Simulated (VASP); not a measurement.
**BN: single point with PBE**

Crystal: BN.

```xyz
2
Lattice="0.0000 1.8048 1.8048 1.8048 0.0000 1.8048 1.8048 1.8048 0.0000" Properties=species:S:1:pos:R:3 pbc="T T T"
B     0.0000    0.0000    0.0000
N     0.9024    0.9024    0.9024
```

```yaml
Program: VASP 6.6.1
Task: single point
Functional: PBE
Potentials_or_basis: VASP PAW PBE potentials, release 64 (B, N)
Cutoff: 520 eV
k_mesh: 12 × 12 × 12
Occupations: gaussian, width 0.01 eV
Spin: no spin polarisation
Dipole_correction: no
Further_INCAR_settings: ALGO = Normal; EDIFF = 1e-06; NBANDS = 11
```

* Pressure: 5.0 GPa
* Band gap on the k mesh: 4.46 eV, indirect (least direct gap 8.84 eV)

Levels at points of the mesh, in eV from the valence-band top:
```tsv
k point	band 2	band 3	band 4	band 5	band 6	band 7
(0.00, 0.00, 0.00)	0.00	0.00	0.00	8.84	8.84	8.84
(0.50, 0.00, 0.00)	-10.73	-1.95	-1.95	10.20	10.73	10.73
(0.50, 0.50, 0.00)	-8.94	-4.93	-4.93	4.46	9.26	17.99
```

It took 6.4 s on 1 thread of Intel(R) Xeon(R) Platinum 8375C CPU @ 2.90GHz (Ice Lake), on a shared host, peak memory 0.12 GiB.

A k mesh can miss the band edges. Expect the measured gap to be larger: semilocal functionals such as PBE lack the derivative discontinuity.
